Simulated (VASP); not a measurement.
Runs of VASP 6.6.1 on I. The structure is that of space group P6_3/mmc (No. 194), or close to it. The cells are those of the table. 

```tsv
task	cell	cutoff (eV)	gap on the mesh (eV)	pressure (GPa)
relaxation of cell and atoms	relaxed to 10 GPa from a = 3.590, b = 3.590, c = 5.862 Å, angles 90.0, 90.0, 120.0°, 2 atoms	600	none	10.0
relaxation of cell and atoms	relaxed from a = 3.590, b = 3.590, c = 5.862 Å, angles 90.0, 90.0, 120.0°, 2 atoms	600	none	0.0
single point	a = 3.728, b = 3.728, c = 4.842 Å, angles 90.0, 90.0, 120.0°, 2 atoms	520	none	9.9
single point	a = 4.373, b = 4.373, c = 4.711 Å, angles 90.0, 90.0, 120.0°, 2 atoms	520	none	0.0
single point	a = 3.436, b = 3.436, c = 4.970 Å, angles 90.0, 90.0, 120.0°, 2 atoms	520	none	(a)
```

Alike in all rows: level PBE; potentials or basis VASP PAW PBE potentials, release 64 (I); no spin polarisation; k mesh 6 × 6 × 3; smearing fermi-dirac 0.02 eV.

**Question.** Estimate the missing entries.

**Answer.** (a) 19.9.

Caveats: some runs use coarse meshes; spin-orbit coupling is left out, which moves the levels of the heavy elements; the cell is relaxed towards a set pressure, so the run minimises the enthalpy, not the energy (at least some runs); a cell axis changed by over 15 % at a fixed basis, so the end point is rough (at least some runs).

A k mesh can miss the band edges, and the runs leave out spin-orbit coupling on I.

A gap of «none» marks levels without a gap at the run's occupations.
